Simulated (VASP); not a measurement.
Ga: electric field gradients with LDA

Crystal: Ga.

```xyz
2
Lattice="1.4065 -3.9430 0.0000 1.4065 3.9430 0.0000 0.0000 0.0000 3.1700" Properties=species:S:1:pos:R:3 pbc="T T T"
Ga    1.4065   -2.8942    0.7925
Ga    1.4065    2.8942    2.3775
```

This cell differs from its parent crystal: equal xx and yy strain of -3 %.

```yaml
Program: VASP 6.6.1
Task: electric field gradients
Functional: LDA
Potentials_or_basis: VASP PAW LDA potentials, release 64 (Ga_d)
Cutoff: 520 eV
k_mesh: 12 × 12 × 10
Occupations: fermi-dirac, width 0.08 eV
Spin: no spin polarisation
Dipole_correction: no
Further_INCAR_settings: ALGO = Normal; EDIFF = 1e-08; NBANDS = 20
```

| Property | Result |
| --- | --- |
| Pressure | -0.8 GPa |
| Largest force | 0.199 eV/Å |
| Band gap on the k mesh | zero (bands 13 and 14 overlap by 9.33 eV) |
| Largest electric field gradient by atom | Ga -28.4 V/Å² |

Forces on the atoms (eV/Å):
```
Ga   0.000  0.199  0.000
Ga   0.000 -0.199  0.000
```

Stress tensor (GPa, compression positive):
```
-2.95  0.00  0.00
 0.00 -0.03  0.00
 0.00  0.00  0.72
```

Levels at points of the mesh, in eV from the Fermi level:
| k point | band 9 | band 10 | band 11 | band 12 | band 13 | band 14 | band 15 | band 16 | band 17 | band 18 |
| --- | --- | --- | --- | --- | --- | --- | --- | --- | --- | --- |
| (0.00, 0.00, 0.00) | -14.97 | -14.81 | -11.75 | -2.30 | -1.36 | 2.34 | 6.29 | 8.51 | 9.47 | 11.11 |
| (0.50, 0.00, 0.00) | -14.87 | -14.87 | -6.77 | -5.62 | -1.77 | -0.21 | 6.52 | 6.84 | 9.24 | 9.60 |
| (0.50, 0.50, 0.00) | -14.94 | -14.88 | -9.58 | -8.91 | 4.75 | 5.54 | 6.31 | 6.97 | 7.15 | 10.17 |
| (0.00, 0.00, 0.50) | -14.90 | -14.90 | -7.90 | -7.90 | 1.88 | 1.88 | 2.73 | 2.73 | 10.99 | 10.99 |
| (0.50, 0.00, 0.50) | -14.86 | -14.86 | -3.16 | -3.16 | -1.77 | -1.77 | 1.91 | 1.91 | 4.46 | 4.46 |
| (0.50, 0.50, 0.50) | -14.98 | -14.98 | -5.91 | -5.91 | -4.57 | -4.57 | 10.16 | 10.16 | 12.17 | 12.17 |

Electric field gradients, principal values (V/Å²):
| atom | least | middle | greatest (by size) |
| --- | --- | --- | --- |
| 1 Ga | 8.680 | 19.681 | -28.361 |
| 2 Ga | 8.680 | 19.681 | -28.361 |

Wall time 73 s on 1 thread of Intel(R) Xeon(R) Platinum 8488C (Sapphire Rapids), with other jobs on the host, peak memory 0.25 GiB.

Caveat: the cell differs from its parent crystal (equal xx and yy strain of -3 %); without QUAD_EFG the Cq values of the log hold for a quadrupole moment of 1 mb, not for the nuclei.
